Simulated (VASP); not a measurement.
# Ti (P6_3/mmc) in VASP: further runs, part 3 of 3

VASP 6.6.1. The steps go on from the part before.

## Step 5: Single point, PBEsol

This run uses another cell than the first one, of 15.73 Å³/atom, 1.175 times its volume.

INCAR

```
ALGO     = Normal         # electronic algorithm
EDIFF    = 1E-7           # SCF threshold, eV
ENCUT    = 520            # plane-wave cutoff, eV
GGA      = PS             # functional
ISIF     = 2              # what is computed and relaxed
ISMEAR   = -1             # smearing method
LASPH    = True           # aspherical terms in the spheres
LCHARG   = False          # write CHGCAR
LREAL    = False          # projectors in reciprocal space
LWAVE    = False          # write WAVECAR
NBANDS   = 19             # bands
NELM     = 100            # most SCF steps
PREC     = Accurate       # precision mode
SIGMA    = 0.05           # smearing width, eV
```

KPOINTS

```
k-points
0
Gamma
  15 15 8
```

POSCAR

```
Ti
1.0
    2.8419775436      0.0000000000      0.0000000000
   -1.4209887718      2.4612247497      0.0000000000
    0.0000000000      0.0000000000      4.4965998261
Ti
2
Direct
    0.3333333333      0.6666666667      0.2500000000
    0.6666666667      0.3333333333      0.7500000000
```

Potentials or basis: VASP PAW PBE potentials, release 64 (Ti_sv).

Started as:

```
$ cat potpaw_PBE.64/Ti_sv/POTCAR > POTCAR
$ mpirun -np 1 vasp_std > vasp.out
```

OUTCAR:

```text
EDIFF = 1E-7
   ENCUT = 520
   GGA = PS
   ISIF = 2
   ISMEAR = -1
   LASPH = True
   LREAL = False
   NELM = 100
   PREC = Accurate

 ion  position               nearest neighbor table
   1  0.333  0.667  0.250-   2 2.78   2 2.78   2 2.78   2 2.78   2 2.78   2 2.78
   2  0.667  0.333  0.750-   1 2.78   1 2.78   1 2.78   1 2.78   1 2.78   1 2.78

  LATTYP: Found a hexagonal cell.
 ALAT       =     2.8419775436
 C/A-ratio  =     1.5822080777

  Lattice vectors:

 A1 = (   2.8419775436,   0.0000000000,   0.0000000000)
 A2 = (  -1.4209887718,   2.4612247497,   0.0000000000)
 A3 = (   0.0000000000,   0.0000000000,   4.4965998261)

Analysis of symmetry for initial positions (statically):
=====================================================================
 Subroutine PRICEL returns:
 Original cell was already a primitive cell.

 Routine SETGRP: Setting up the symmetry group for a
 hexagonal supercell.

 Subroutine GETGRP returns: Found 24 space group operations
 (whereof 12 operations were pure point group operations)
 out of a pool of 24 trial point group operations.

The static configuration has the point symmetry D_3d.
 The point group associated with its full space group is D_6h.

Analysis of symmetry for dynamics (positions and initial velocities):
=====================================================================
 Subroutine PRICEL returns:
 Original cell was already a primitive cell.

 Routine SETGRP: Setting up the symmetry group for a
 hexagonal supercell.

 Subroutine GETGRP returns: Found 24 space group operations
 (whereof 12 operations were pure point group operations)
 out of a pool of 24 trial point group operations.

The dynamic configuration has the point symmetry D_3d.
 The point group associated with its full space group is D_6h.

 Subroutine INISYM returns: Found 24 space group operations
 (whereof 12 operations are pure point group operations),
 and found     1 'primitive' translations

----------------------------------------------------------------------------------------

                                     Primitive cell

  volume of cell :      31.4526

  direct lattice vectors                    reciprocal lattice vectors
     2.841977544  0.000000000  0.000000000     0.351867664  0.203150891  0.000000000
    -1.420988772  2.461224750  0.000000000     0.000000000  0.406301781  0.000000000
     0.000000000  0.000000000  4.496599826     0.000000000  0.000000000  0.222390259

  length of vectors
     2.841977544  2.841977544  4.496599826     0.406301781  0.406301781  0.222390259

  position of ions in fractional coordinates (direct lattice)
     0.333333333  0.666666667  0.250000000
     0.666666667  0.333333333  0.750000000

  ion indices of the primitive-cell ions
   primitive index   ion index
                 1           1
                 2           2

----------------------------------------------------------------------------------------

 KPOINTS: k-points

Automatic generation of k-mesh.
 Grid dimensions read from file:
 generate k-points for:   15   15    8

 Generating k-lattice:

  Cartesian coordinates                     Fractional coordinates (reciprocal lattice)
     0.023457844  0.013543393  0.000000000     0.066666667  0.000000000  0.000000000
     0.000000000  0.027086785  0.000000000     0.000000000  0.066666667  0.000000000
     0.000000000  0.000000000  0.027798782     0.000000000  0.000000000  0.125000000

  Length of vectors
     0.027086785  0.027086785  0.027798782

  Shift w.r.t. Gamma in fractional coordinates (k-lattice)
     0.000000000  0.000000000  0.000000000

 Subroutine IBZKPT returns following result:
 ===========================================

 Found    135 irreducible k-points:

 Following reciprocal coordinates:
            Coordinates               Weight
  0.000000  0.000000  0.000000      1.000000
  0.066667  0.000000  0.000000      6.000000
  0.133333  0.000000  0.000000      6.000000
  0.200000  0.000000  0.000000      6.000000
  0.266667  0.000000  0.000000      6.000000
  0.333333 -0.000000  0.000000      6.000000
[... 16 lines left out ...]
  0.333333  0.200000  0.000000     12.000000
  0.400000  0.200000  0.000000      6.000000
 [... further k-points ...]
   k-points           NKPTS =    135   k-points in BZ     NKDIM =    135   number of bands    NBANDS=     19
   number of dos      NEDOS =    301   number of ions     NIONS =      2
   total plane-waves  NPLWV =  20736
   dimension x,y,z NGX =    24 NGY =   24 NGZ =   36
   dimension x,y,z NGXF=    48 NGYF=   48 NGZF=   72
   ions per type =               2
   NGX,Y,Z   is equivalent  to a cutoff of  14.04, 14.04, 13.31 a.u.
   NGXF,Y,Z  is equivalent  to a cutoff of  28.08, 28.08, 26.62 a.u.
 SYSTEM =  unknown system
   PREC   = accura    normal or accurate (medium, high low for compatibility)
   ISTART =      0    job   : 0-new  1-cont  2-samecut
   ICHARG =      2    charge: 1-file 2-atom 10-const
   ISPIN  =      1    spin polarized calculation?
   LNONCOLLINEAR =      F non collinear calculations
   LSORBIT =      F    spin-orbit coupling
   LASPH  =      T    aspherical Exc in radial PAW
   ENCUT  =  520.0 eV  38.22 Ry    6.18 a.u.   5.28  5.28  8.36*2*pi/ulx,y,z
   NELM   =    100;   NELMIN=  2; NELMDL= -5     # of ELM steps
   EDIFF  = 0.1E-06   stopping-criterion for ELM
   LREAL  =      F    real-space projection
   EDIFFG = 0.1E-05   stopping-criterion for IOM
   NSW    =      0    number of steps for IOM
   IBRION =     -1    ionic relax: 0-MD 1-quasi-New 2-CG
   NFREE  =      0    steps in history (QN), initial steepest desc. (CG)
   ISIF   =      2    stress and relaxation
   ISYM   =      2    0-nonsym 1-usesym 2-fastsym
   POTIM  = 0.5000    time-step for ionic-motion
   TEBEG  =    0.0;   TEEND  =   0.0 temperature during run
   PSTRESS=    0.0 pullay stress
   NELECT =      24.0000    total number of electrons
   NUPDOWN=      -1.0000    fix difference up-down
   EMIN   =  10.00;   EMAX   =-10.00  energy-range for DOS
   EFERMI =   0.00;   METHOD = LEGACY
   ISMEAR =    -1;   SIGMA  =   0.05  broadening in eV -4-tet -1-fermi 0-gaus
   EFERMI_NEDOS =   21; number of points for ismear=-14 and -15
   IALGO  =     38    algorithm
   IMIX   =      4    mixing-type and parameters
     AMIX     =   0.40;   BMIX     =  1.00
     AMIX_MAG =   1.60;   BMIX_MAG =  1.00
  volume/ion in A,a.u.               =      15.73       106.13
  Fermi-wavevector in a.u.,A,eV,Ry     =   1.495983  2.826997 30.449346  2.237964
  Thomas-Fermi vector in A             =   2.608057
   LORBIT       =      0    0 simple, 1 ext, 2 COOP (PROOUT), +10 PAW based schemes
   GGA     = PS    functional components
   LHFCALC =     F    Hartree Fock is set to
   AEXX    =    0.0000 exact exchange contribution
   IVDW    =     0    specifies the selected vdW correction
   LEPSILON=     F    determine dielectric tensor
   LRPA    =     F    only Hartree local field effects (RPA)
 non-spin polarized calculation
  energy-cutoff  :      520.00
  volume of cell :       31.45
 maximum number of plane-waves:       866
 NGX is ok and might be reduce to    24

 number of electron      24.0000004 magnetization

 Free energy of the ion-electron system (eV)
  ---------------------------------------------------
  ext. energy  EPLUGINS =         0.00000000
  ---------------------------------------------------
  free energy    TOTEN  =       -16.64175042 eV

  energy without entropy =      -16.62541121  energy(sigma->0) =      -16.63358082

 E-fermi :   9.3053     XC(G=0): -12.1186

 val. band max:        9.3022188995   @ k =   0.3333   0.2000   0.5000
 cond. band min:       9.3203925273   @ k =   0.3333   0.2667   0.3750
 fundamental gap:      0.0181736277
 Fermi energy:         9.3053026023

 k-point     1 :       0.0000    0.0000    0.0000
  band No.  band energies     occupation
      1     -47.1743      2.00000
      2     -46.9659      2.00000
      3     -23.9965      2.00000
      4     -23.1140      2.00000
      5     -23.1140      2.00000
      6     -23.0089      2.00000
[... 11 lines left out ...]
     18      11.0871      0.00000
     19      12.8538      0.00000
[... 485 lines left out ...]
 k-point    24 :       0.4000    0.2000    0.0000
  band No.  band energies     occupation
      1     -46.9742      2.00000
      2     -46.9322      2.00000
      3     -23.7092      2.00000
      4     -23.5395      2.00000
      5     -23.5005      2.00000
      6     -23.4305      2.00000
[... 11 lines left out ...]
     18      13.1200      0.00000
     19      14.9810      0.00000

 [... further k-points ...]

------------------------ aborting loop because EDIFF is reached ----------------------------------------

  FORCE on cell =-STRESS in cart. coord.  units (eV):
  Direction    XX          YY          ZZ          XY          YZ          ZX
  --------------------------------------------------------------------------------------
  -------------------------------------------------------------------------------------
  Total        1.5174115      1.5174115      1.5268616      0.0000000      0.0000000      0.0000000
  in kB       77.2961411     77.2961411     77.7775233      0.0000000      0.0000000      0.0000000
  external PRESSURE =      77.4566018 kB  Pullay stress =       0.0000000 kB

 VOLUME and BASIS-vectors are now :
 -----------------------------------------------------------------------------
  energy-cutoff  :      520.00
  volume of cell :       31.45
      direct lattice vectors                 reciprocal lattice vectors
     2.841977544  0.000000000  0.000000000     0.351867664  0.203150891  0.000000000
    -1.420988772  2.461224750  0.000000000     0.000000000  0.406301781  0.000000000
     0.000000000  0.000000000  4.496599826     0.000000000  0.000000000  0.222390259

 POSITION                                       TOTAL-FORCE (eV/Angst)
 -----------------------------------------------------------------------------------
     -0.00000      1.64082      1.12415         0.000000      0.000000      0.000000
      1.42099      0.82041      3.37245        -0.000000     -0.000000      0.000000
 -----------------------------------------------------------------------------------
    total drift:                                0.000000     -0.000000      0.000000

  FREE ENERGIE OF THE ION-ELECTRON SYSTEM (eV)
  ---------------------------------------------------
  free  energy   TOTEN  =       -16.6417504214 eV

  energy  without entropy=      -16.6254112105  energy(sigma->0) =      -16.63358082
```

Wall time 2.1 min (1 thread of AMD EPYC 7R43 (Zen 3), shared host); peak memory 0.16 GiB.

What came out:

```yaml
Free_energy: -16.6418 eV
Pressure: 7.7 GPa
Band_gap_on_the_k_mesh: zero (band 12 reaches 10.12 eV, above the bottom of band 13 at 9.03 eV)
```

Levels at points of the mesh, in eV from the Fermi level:
```csv
k point,band 10,band 11,band 12,band 13,band 14,band 15
"(0.00, 0.00, 0.00)",-2.96,0.81,0.81,0.96,1.09,1.39
"(0.00, 0.00, 0.50)",-4.44,0.08,0.08,0.70,0.70,0.70
```

Caveat: the PAW data sets were made with another functional, which shifts forces and pressure a little.

## Step 6: Single point, PBEsol

INCAR

```
SYSTEM = Ti
PREC     = Accurate       ! precision mode
ENCUT    = 520            ! plane-wave cutoff, eV
EDIFF    = 1E-6           ! SCF threshold, eV
ISMEAR   = -1             ! smearing method
SIGMA    = 0.05           ! smearing width, eV
LREAL    = .FALSE.        ! projectors in reciprocal space
LASPH    = .TRUE.         ! aspherical terms in the spheres
NELM     = 100            ! most SCF steps
ALGO     = Normal         ! electronic algorithm
ISIF     = 2              ! what is computed and relaxed
LWAVE    = .FALSE.        ! write WAVECAR
LCHARG   = .FALSE.        ! write CHGCAR
GGA      = PS             ! functional
NBANDS   = 19             ! bands
```

KPOINTS

```
Automatic mesh
0
G
  15 15 8
  0 0 0
```

POSCAR is that of step 5.

Potentials or basis: VASP PAW PBE potentials, release 64 (Ti_sv).

Started as:

```
$ cat potpaw_PBE.64/Ti_sv/POTCAR > POTCAR
$ mpirun -np 1 vasp_std > vasp.out
```

Run time: 2 min. Hardware: 1 thread of AMD EPYC 7R43 (Zen 3), shared host; peak memory 0.16 GiB.

Results (log left out):

```yaml
Free_energy: -16.6418 eV
Pressure: 7.8 GPa
Band_gap_on_the_k_mesh: zero (band 12 reaches 10.12 eV, above the bottom of band 13 at 9.03 eV)
```

Levels at points of the mesh, in eV from the Fermi level:
```tsv
k point	band 10	band 11	band 12	band 13	band 14	band 15
(0.00, 0.00, 0.00)	-2.96	0.81	0.81	0.96	1.09	1.39
(0.00, 0.00, 0.50)	-4.44	0.08	0.08	0.70	0.70	0.70
```

Caveat: the PAW data sets were made with another functional, which shifts forces and pressure a little.

## Step 7: Overview

```csv
cell,gap on the mesh (eV),pressure (GPa)
"a = 2.681, b = 2.681, c = 4.299 Å, angles 90.0, 90.0, 120.0°, 2 atoms",none,37.7
"a = 2.777, b = 2.777, c = 4.410 Å, angles 90.0, 90.0, 120.0°, 2 atoms",none,18.4
"a = 2.842, b = 2.842, c = 4.497 Å, angles 90.0, 90.0, 120.0°, 2 atoms",none,7.8
```

Alike in all rows: task single point; level PBEsol; potentials or basis VASP PAW PBE potentials, release 64 (Ti_sv); no spin polarisation; k mesh 15 × 15 × 8; cutoff (eV) 520; smearing fermi-dirac 0.05 eV.

Caveats: the PAW data sets were made with another functional, which shifts forces and pressure a little.

Absolute energies hang on the potentials; compare differences alone.
